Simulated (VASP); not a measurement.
# Ni in VASP: notebook

Ni is run at these levels: PBE, LDA; tasks: single point.

Everything below comes from runs of VASP 6.6.1. Logs are shortened: lines on timing, memory, paths and dates and some standing lists are left out, and cuts for length are marked.

## 1. The cell of the first run

The cell holds a slab with vacuum, 6 atoms: a = 2.500 Å, b = 2.500 Å, c = 25.207 Å, α = 90.00°, β = 90.00°, γ = 120.00°.

## 2. Single point, PBE, collinear spin, ferromagnetic start

Input file INCAR:

```
PREC = Accurate
ENCUT = 520
EDIFF = 1E-6
ISMEAR = -1
SIGMA = 0.05
LREAL = False
LASPH = True
NELM = 150
ALGO = Fast
ISIF = 2
LWAVE = False
LCHARG = False
ISPIN = 2
MAGMOM = 1 1 1 1 1 1
LORBIT = 11
LMAXMIX = 4
GGA = PE
NBANDS = 43
```

Input file KPOINTS:

```
Automatic mesh
0
Gamma
  12 12 1
```

Input file POSCAR:

```
Ni
1.0
    2.5002588676      0.0000000000      0.0000000000
   -1.2501294338      2.1652876954      0.0000000000
    0.0000000000      0.0000000000     25.2072640841
Ni
6
Direct
    0.6666666667      0.3333333333      0.2975332815
    0.3333333333      0.6666666667      0.3785199689
    0.0000000000      0.0000000000      0.4595066563
    0.6666666667      0.3333333333      0.5404933437
    0.3333333333      0.6666666667      0.6214800311
    0.0000000000      0.0000000000      0.7024667185
```

Potentials or basis: VASP PAW PBE potentials, release 64 (Ni).

Started as:

```console
$ cat potpaw_PBE.64/Ni/POTCAR > POTCAR
$ mpirun -np 1 vasp_std > vasp.out
```

OUTCAR:

```text
PREC = Accurate
   ENCUT = 520
   EDIFF = 1E-6
   ISMEAR = -1
   LREAL = False
   LASPH = True
   NELM = 150
   ISIF = 2
   ISPIN = 2
   LORBIT = 11
   GGA = PE

 ion  position               nearest neighbor table
   1  0.667  0.333  0.298-   2 2.50   2 2.50   2 2.50
   2  0.333  0.667  0.379-   3 2.50   1 2.50   1 2.50   3 2.50   3 2.50   1 2.50
   3  0.000  0.000  0.460-   2 2.50   4 2.50   4 2.50   2 2.50   4 2.50   2 2.50
   4  0.667  0.333  0.540-   5 2.50   3 2.50   5 2.50   3 2.50   3 2.50   5 2.50
   5  0.333  0.667  0.621-   6 2.50   4 2.50   4 2.50   6 2.50   6 2.50   4 2.50
   6  0.000  0.000  0.702-   5 2.50   5 2.50   5 2.50

  LATTYP: Found a hexagonal cell.
 ALAT       =     2.5002588676
 C/A-ratio  =    10.0818616867

  Lattice vectors:

 A1 = (   2.5002588676,   0.0000000000,   0.0000000000)
 A2 = (  -1.2501294338,   2.1652876954,   0.0000000000)
 A3 = (   0.0000000000,   0.0000000000,  25.2072640841)

Analysis of symmetry for initial positions (statically):
=====================================================================
 Subroutine PRICEL returns:
 Original cell was already a primitive cell.

 Routine SETGRP: Setting up the symmetry group for a
 hexagonal supercell.

 Subroutine GETGRP returns: Found 12 space group operations
 (whereof  6 operations were pure point group operations)
 out of a pool of 24 trial point group operations.

The static configuration has the point symmetry C_3v.
 The point group associated with its full space group is D_3d.

Analysis of symmetry for dynamics (positions and initial velocities):
=====================================================================
 Subroutine PRICEL returns:
 Original cell was already a primitive cell.

 Routine SETGRP: Setting up the symmetry group for a
 hexagonal supercell.

 Subroutine GETGRP returns: Found 12 space group operations
 (whereof  6 operations were pure point group operations)
 out of a pool of 24 trial point group operations.

The dynamic configuration has the point symmetry C_3v.
 The point group associated with its full space group is D_3d.

Analysis of structural, dynamic, and magnetic symmetry:
=====================================================================
 Subroutine PRICEL returns:
 Original cell was already a primitive cell.

 Routine SETGRP: Setting up the symmetry group for a
 hexagonal supercell.

 Subroutine GETGRP returns: Found 12 space group operations
 (whereof  6 operations were pure point group operations)
 out of a pool of 24 trial point group operations.

The overall configuration has the point symmetry C_3v.
 The point group associated with its full space group is D_3d.

 Subroutine INISYM returns: Found 12 space group operations
 (whereof  6 operations are pure point group operations),
 and found     1 'primitive' translations

----------------------------------------------------------------------------------------

                                     Primitive cell

  volume of cell :     136.4666

  direct lattice vectors                    reciprocal lattice vectors
     2.500258868  0.000000000  0.000000000     0.399958585  0.230916197  0.000000000
    -1.250129434  2.165287695  0.000000000     0.000000000  0.461832394  0.000000000
     0.000000000  0.000000000 25.207264084     0.000000000  0.000000000  0.039671104

  length of vectors
     2.500258868  2.500258868 25.207264084     0.461832394  0.461832394  0.039671104

  position of ions in fractional coordinates (direct lattice)
     0.666666667  0.333333333  0.297533282
     0.333333333  0.666666667  0.378519969
     0.000000000  0.000000000  0.459506656
     0.666666667  0.333333333  0.540493344
     0.333333333  0.666666667  0.621480031
     0.000000000  0.000000000  0.702466718

  ion indices of the primitive-cell ions
   primitive index   ion index
                 1           1
                 2           2
                 3           3
                 4           4
                 5           5
                 6           6

[... 33 lines left out ...]
  0.416667  0.000000  0.000000      6.000000
[... 11 lines left out ...]
  0.333333  0.250000  0.000000     12.000000
  0.333333  0.333333  0.000000      2.000000
   k-points           NKPTS =     19   k-points in BZ     NKDIM =     19   number of bands    NBANDS=     43
   number of dos      NEDOS =    301   number of ions     NIONS =      6
   total plane-waves  NPLWV =  76800
   dimension x,y,z NGX =    20 NGY =   20 NGZ =  192
   dimension x,y,z NGXF=    40 NGYF=   40 NGZF=  384
   ions per type =               6
   NGX,Y,Z   is equivalent  to a cutoff of  13.30, 13.30, 12.66 a.u.
   NGXF,Y,Z  is equivalent  to a cutoff of  26.60, 26.60, 25.33 a.u.
 SYSTEM =  unknown system
   PREC   = accura    normal or accurate (medium, high low for compatibility)
   ISTART =      0    job   : 0-new  1-cont  2-samecut
   ICHARG =      2    charge: 1-file 2-atom 10-const
   ISPIN  =      2    spin polarized calculation?
   LNONCOLLINEAR =      F non collinear calculations
   LSORBIT =      F    spin-orbit coupling
   LASPH  =      T    aspherical Exc in radial PAW
   ENCUT  =  520.0 eV  38.22 Ry    6.18 a.u.   4.65  4.65 46.87*2*pi/ulx,y,z
   NELM   =    150;   NELMIN=  2; NELMDL= -5     # of ELM steps
   EDIFF  = 0.1E-05   stopping-criterion for ELM
   LREAL  =      F    real-space projection
   EDIFFG = 0.1E-04   stopping-criterion for IOM
   NSW    =      0    number of steps for IOM
   IBRION =     -1    ionic relax: 0-MD 1-quasi-New 2-CG
   NFREE  =      0    steps in history (QN), initial steepest desc. (CG)
   ISIF   =      2    stress and relaxation
   ISYM   =      2    0-nonsym 1-usesym 2-fastsym
   POTIM  = 0.5000    time-step for ionic-motion
   TEBEG  =    0.0;   TEEND  =   0.0 temperature during run
   PSTRESS=    0.0 pullay stress
   NELECT =      60.0000    total number of electrons
   NUPDOWN=      -1.0000    fix difference up-down
   EMIN   =  10.00;   EMAX   =-10.00  energy-range for DOS
   EFERMI =   0.00;   METHOD = LEGACY
   ISMEAR =    -1;   SIGMA  =   0.05  broadening in eV -4-tet -1-fermi 0-gaus
   EFERMI_NEDOS =   21; number of points for ismear=-14 and -15
   IALGO  =     68    algorithm
   IMIX   =      4    mixing-type and parameters
     AMIX     =   0.40;   BMIX     =  1.00
     AMIX_MAG =   1.60;   BMIX_MAG =  1.00
  volume/ion in A,a.u.               =      22.74       153.49
  Fermi-wavevector in a.u.,A,eV,Ry     =   1.244848  2.352422 21.084236  1.549648
  Thomas-Fermi vector in A             =   2.379097
   LORBIT       =     11    0 simple, 1 ext, 2 COOP (PROOUT), +10 PAW based schemes
   GGA     = PE    functional components
   LHFCALC =     F    Hartree Fock is set to
   AEXX    =    0.0000 exact exchange contribution
   IVDW    =     0    specifies the selected vdW correction
   LEPSILON=     F    determine dielectric tensor
   LRPA    =     F    only Hartree local field effects (RPA)
 spin polarized calculation
 RMM-DIIS sequential band-by-band and
  energy-cutoff  :      520.00
  volume of cell :      136.47
 maximum number of plane-waves:      3705
 NGX is ok and might be reduce to    20
   NGX =  9   NGY =  9   NGZ = 93

 number of electron      60.0000016 magnetization       3.9045225

 Free energy of the ion-electron system (eV)
  ---------------------------------------------------
  ext. energy  EPLUGINS =         0.00000000
  ---------------------------------------------------
  free energy    TOTEN  =       -31.53942366 eV

  energy without entropy =      -31.44261265  energy(sigma->0) =      -31.49101816

 E-fermi :   1.9301     XC(G=0):  -7.1381

 val. band max:        1.9287513360   @ k =   0.3333   0.3333   0.0000
 cond. band min:       1.9388210566   @ k =   0.4167   0.1667   0.0000
 fundamental gap:      0.0100697205
 Fermi energy:         1.9300777387

 spin component 1

 k-point     1 :       0.0000    0.0000    0.0000
  band No.  band energies     occupation
      1      -6.7504      1.00000
      2      -6.0719      1.00000
      3      -5.0450      1.00000
      4      -3.8938      1.00000
      5      -3.0720      1.00000
      6      -2.8452      1.00000
[... 844 lines left out ...]
     41       9.6595      0.00000
     42       9.6595      0.00000
 Fermi energy:         1.9300777387

 spin component 2

 k-point     1 :       0.0000    0.0000    0.0000
  band No.  band energies     occupation
      1      -6.7923      1.00000
      2      -6.1120      1.00000
      3      -5.0746      1.00000
      4      -3.8607      1.00000
      5      -2.8537      1.00000
      6      -2.4522      1.00000
[... 844 lines left out ...]
     41       9.8449      0.00000
     42       9.8449      0.00000
 [bands above 42 left out]

------------------------ aborting loop because EDIFF is reached ----------------------------------------

  FORCE on cell =-STRESS in cart. coord.  units (eV):
  Direction    XX          YY          ZZ          XY          YZ          ZX
  --------------------------------------------------------------------------------------
  -------------------------------------------------------------------------------------
  Total       -2.6298519     -2.6298519     -1.7469910      0.0000000      0.0000000      0.0000000
  in kB      -30.8756118    -30.8756118    -20.5104395      0.0000000      0.0000000      0.0000000
  external PRESSURE =     -27.4205543 kB  Pullay stress =       0.0000000 kB

 VOLUME and BASIS-vectors are now :
 -----------------------------------------------------------------------------
  energy-cutoff  :      520.00
  volume of cell :      136.47
      direct lattice vectors                 reciprocal lattice vectors
     2.500258868  0.000000000  0.000000000     0.399958585  0.230916197  0.000000000
    -1.250129434  2.165287695  0.000000000     0.000000000  0.461832394  0.000000000
     0.000000000  0.000000000 25.207264084     0.000000000  0.000000000  0.039671104

 POSITION                                       TOTAL-FORCE (eV/Angst)
 -----------------------------------------------------------------------------------
      1.25013      0.72176      7.50000         0.000000     -0.000000      0.248504
     -0.00000      1.44353      9.54145         0.000000      0.000000     -0.115995
      0.00000      0.00000     11.58291         0.000000     -0.000000     -0.032648
      1.25013      0.72176     13.62436        -0.000000     -0.000000      0.032648
     -0.00000      1.44353     15.66581         0.000000     -0.000000      0.115995
      0.00000      0.00000     17.70726        -0.000000      0.000000     -0.248504
 -----------------------------------------------------------------------------------
    total drift:                                0.000000     -0.000000      0.000287

  FREE ENERGIE OF THE ION-ELECTRON SYSTEM (eV)
  ---------------------------------------------------
  free  energy   TOTEN  =       -31.5394236617 eV

  energy  without entropy=      -31.4426126511  energy(sigma->0) =      -31.49101816

 total charge

# of ion       s       p       d       tot
------------------------------------------
    1        0.482   0.369   8.303   9.154
    2        0.487   0.481   8.306   9.274
    3        0.492   0.484   8.307   9.283
    4        0.492   0.484   8.307   9.283
    5        0.487   0.481   8.306   9.274
    6        0.482   0.369   8.303   9.154
--------------------------------------------------
tot          2.921   2.668  49.832  55.421

 magnetization (x)

# of ion       s       p       d       tot
------------------------------------------
    1       -0.008  -0.026   0.699   0.665
    2       -0.007  -0.026   0.722   0.689
    3       -0.007  -0.027   0.685   0.650
    4       -0.007  -0.027   0.685   0.650
    5       -0.007  -0.026   0.722   0.689
    6       -0.008  -0.026   0.699   0.665
--------------------------------------------------
tot         -0.043  -0.159   4.212   4.010
```

Run time: 11 min. Hardware: 1 thread of Oxide Virtual Turin-like, shared host; peak memory 0.36 GiB.

What came out:

```
Free energy                                           : -31.5394 eV
Largest force                                         : 0.249 eV/Å
Net moment                                            : 3.90 μB per cell
Site moments                                          : Ni +0.67, +0.69, +0.65 (each value once) μB
Valence electrons inside the program's atomic spheres : Ni 9.15, 9.27, 9.28 (each value once)
```

Forces on the atoms (eV/Å):
```
Ni   0.000  0.000  0.249
Ni   0.000  0.000 -0.116
Ni   0.000  0.000 -0.033
Ni   0.000  0.000  0.033
Ni   0.000  0.000  0.116
Ni   0.000  0.000 -0.249
```

Levels at points of the mesh, in eV from the Fermi level:
Spin up:
| k point | band 29 | band 30 | band 31 | band 32 | band 33 | band 34 | band 35 | band 36 |
| --- | --- | --- | --- | --- | --- | --- | --- | --- |
| (0.00, 0.00, 0.00) | -1.15 | -0.91 | -0.91 | -0.70 | -0.70 | -0.63 | -0.63 | -0.29 |
| (0.50, 0.00, 0.00) | -0.41 | -0.41 | 0.35 | 1.27 | 1.97 | 2.36 | 2.54 | 2.56 |
Spin down:
```tsv
k point	band 25	band 26	band 27	band 28	band 29	band 30
(0.00, 0.00, 0.00)	-0.68	-0.63	-0.63	-0.47	-0.47	-0.22
(0.50, 0.00, 0.00)	0.16	0.19	0.25	0.32	0.42	0.43
```

Caveat: there is no dipole correction, which matters where the two faces differ.

## 3. Single point, LDA, collinear spin, ferromagnetic start

Input file INCAR:

```
SYSTEM = Ni
ALGO     = Normal         ! electronic algorithm
EDIFF    = 1E-6           ! SCF threshold, eV
ENCUT    = 520            ! plane-wave cutoff, eV
GGA      = CA             ! functional
ISIF     = 2              ! what is computed and relaxed
ISMEAR   = -1             ! smearing method
ISPIN    = 2              ! spin polarisation
LASPH    = .True.         ! aspherical terms in the spheres
LCHARG   = .False.        ! write CHGCAR
LMAXMIX  = 4              ! l up to which the mixer works
LORBIT   = 11             ! projections on sites
LREAL    = .False.        ! projectors in reciprocal space
LWAVE    = .False.        ! write WAVECAR
MAGMOM   = 1 1 1 1 1 1    ! initial moments
NBANDS   = 43             ! bands
NELM     = 150            ! most SCF steps
PREC     = Accurate       ! precision mode
SIGMA    = 0.05           ! smearing width, eV
```

Input file KPOINTS:

```
k-points
0
Gamma
  12 12 1
  0 0 0
```

POSCAR is that of step 2.

Potentials or basis: VASP PAW LDA potentials, release 64 (Ni).

Started as:

```console
$ cat potpaw_LDA.64/Ni/POTCAR > POTCAR
$ mpirun -np 1 vasp_std > vasp.out
```

Wall time 10 min (1 thread of Oxide Virtual Turin-like, shared host); peak memory 0.28 GiB.

The run converged. Its results:

```yaml
Free_energy: -37.3913 eV
Largest_force: 0.792 eV/Å
Net_moment: 3.63 μB per cell
Site_moments: Ni +0.61, +0.64, +0.60 (each value once) μB
Valence_electrons_inside_the_program's_atomic_spheres: Ni 9.16, 9.29 (each value once)
```

Forces in eV/Å, atoms in the order of the input:
```
Ni   0.000  0.000  0.792
Ni   0.000  0.000 -0.109
Ni   0.000  0.000 -0.023
Ni   0.000  0.000  0.023
Ni   0.000  0.000  0.109
Ni   0.000  0.000 -0.792
```

Levels at points of the mesh, in eV from the Fermi level:
Spin up:
| k point | band 27 | band 28 | band 29 | band 30 | band 31 | band 32 | band 33 | band 34 | band 35 | band 36 |
| --- | --- | --- | --- | --- | --- | --- | --- | --- | --- | --- |
| (0.00, 0.00, 0.00) | -1.19 | -1.05 | -1.05 | -0.81 | -0.81 | -0.59 | -0.59 | -0.52 | -0.52 | -0.22 |
| (0.50, 0.00, 0.00) | -0.46 | -0.40 | -0.29 | -0.28 | 0.42 | 1.34 | 2.04 | 2.42 | 2.57 | 2.61 |
Spin down:
```
           k point  band 24  band 25  band 26  band 27  band 28  band 29  band 30  band 31
(0.00, 0.00, 0.00)    -0.64    -0.64    -0.60    -0.60    -0.44    -0.44    -0.20    -0.20
(0.50, 0.00, 0.00)     0.11     0.14     0.18     0.22     0.28     0.38     0.38     0.63
```

Caveat: there is no dipole correction, which matters where the two faces differ.
